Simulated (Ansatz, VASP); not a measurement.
# One calculation of ZrNb2C3, two programs

INCAR

```
ALGO = Normal
EDIFF = 1E-6
ENCUT = 520
GGA = PE
ISIF = 2
ISMEAR = 0
LASPH = T
LCHARG = F
LREAL = F
LWAVE = F
NBANDS = 34
NELM = 100
PREC = Accurate
SIGMA = 0.1
```

File KPOINTS:

```
k-points
0
Gamma
  12 12 6
```

Contents of POSCAR:

```
ZrNb2C3
1.0
    3.2209082798      0.0000000000      0.0000000000
   -1.6104541399      2.7893883936      0.0000000000
    0.0000000000      0.0000000000      7.8876653831
Zr Nb C
1 2 3
Direct
    0.0000000000      0.0000000000      0.5000000000
    0.3333333333      0.6666666667      0.1601859382
    0.6666666667      0.3333333333      0.8398140618
    0.3333333333      0.6666666667      0.6760139226
    0.6666666667      0.3333333333      0.3239860774
    0.0000000000      0.0000000000      0.0000000000
```

Input for Ansatz:

```yaml
crystal:
  lattice:
    - [3.2209082798, 0.0, 0.0]
    - [-1.6104541399, 2.7893883936, 0.0]
    - [0.0, 0.0, 7.8876653831]
  atoms:
    - { symbol: Zr, position: [0.0, 0.0, 0.5] }
    - { symbol: Nb, position: [0.3333333333, 0.6666666667, 0.1601859382] }
    - { symbol: Nb, position: [0.6666666667, 0.3333333333, 0.8398140618] }
    - { symbol: C, position: [0.3333333333, 0.6666666667, 0.6760139226] }
    - { symbol: C, position: [0.6666666667, 0.3333333333, 0.3239860774] }
    - { symbol: C, position: [0.0, 0.0, 0.0] }
basis:
  ecutwfc: 420
kpoints:
  mp_grid: { grid: [12, 12, 6] }
  band_path:
    path:
      - [[0.0, 0.0, 0.0], [0.5, 0.0, 0.0], [0.33333333, 0.33333333, 0.0], [0.0, 0.0, 0.0], [0.0, 0.0, 0.5], [0.5, 0.0, 0.5], [0.33333333, 0.33333333, 0.5], [0.0, 0.0, 0.5]]
      - [[0.5, 0.0, 0.5], [0.5, 0.0, 0.0]]
      - [[0.33333333, 0.33333333, 0.5], [0.33333333, 0.33333333, 0.0]]
    npoints: 14
hamiltonian:
  xc: pbe
scf:
  occupations: { method: gaussian, width: 0.1 }
  n_extra_bands: 15
output:
  forces: true
  stress: true
  eigenvalues: true
  populations: true
  dos: { projected: true, de: 0.02, nscf_kmesh: { grid: [15, 15, 8] } }
  bader: true
  write_density: true
  write_potential: true
  elf: true
  volumetric_format: npy
```

Alike in both runs: task single point; functional PBE; k mesh 12 × 12 × 6; occupations gaussian, width 0.1 eV; no spin polarisation.

|  | VASP | Ansatz |
| --- | --- | --- |
| version | VASP 6.6.1 | Ansatz 0.2.0 |
| potentials or method | VASP PAW PBE potentials, release 64 (Zr_sv, Nb_sv, C), cutoff 520 eV | scalar-relativistic, plane waves, PAW |
| valence electrons in the cell | 50 | 50 |

|  | VASP | Ansatz | Ansatz less VASP |
| --- | --- | --- | --- |
| gap on the k mesh at the Fermi level (eV) | none | none | - |
| pressure (GPa) | -0.2 | 0.0 | +0.17 |
| rms of the force components (eV/Å) | 0.009 | 0.000 | -0.0089 |

Atom by atom the forces differ by 0.009 eV/Å (rms over components). A gap of «none» marks a metal or a gap that the smearing closes.
